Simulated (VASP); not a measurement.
## MgB2: single point with PBEsol

MgB2:

```
Mg B
1.0
     2.99499    0.00000    0.00000
    -1.49750    2.59374    0.00000
     0.00000    0.00000    3.35454
Mg B
1 2
Direct
  0.00000 0.00000 0.00000
  0.33333 0.66667 0.50000
  0.66667 0.33333 0.50000
```

```json
{
  "Program": "VASP 6.6.1",
  "Task": "single point",
  "Functional": "PBEsol",
  "Potentials or basis": "VASP PAW PBE potentials, release 64 (Mg, B)",
  "Cutoff": "520 eV",
  "k mesh": "27 × 27 × 20",
  "Occupations": "gaussian, width 0.1 eV",
  "Spin": "no spin polarisation",
  "Dipole correction": "no",
  "Further INCAR settings": "ALGO = Normal; EDIFF = 1e-06; NBANDS = 11"
}
```

| Property | Result |
| --- | --- |
| Pressure | 15.1 GPa |
| Band gap on the k mesh | zero (bands 4 and 5 overlap by 4.25 eV) |

Stress tensor (GPa, compression positive):
```
15.22  0.00  0.00
 0.00 15.22  0.00
 0.00  0.00 14.97
```

Levels at points of the mesh, in eV from the Fermi level:
| k point | band 1 | band 2 | band 3 | band 4 | band 5 | band 6 | band 7 | band 8 | band 9 |
| --- | --- | --- | --- | --- | --- | --- | --- | --- | --- |
| (0.00, 0.00, 0.00) | -13.03 | -2.91 | 0.37 | 0.37 | 2.23 | 6.58 | 6.58 | 9.00 | 10.82 |
| (0.00, 0.00, 0.50) | -11.52 | -7.90 | 0.84 | 0.84 | 6.88 | 6.88 | 8.40 | 11.35 | 11.45 |

It took 99 s on 1 thread of AMD EPYC 9R45 (Zen 5), on a shared host, peak memory 0.32 GiB.

Caveat: the cell stands under pressure; the PAW data sets were made with another functional, which shifts forces and pressure a little.
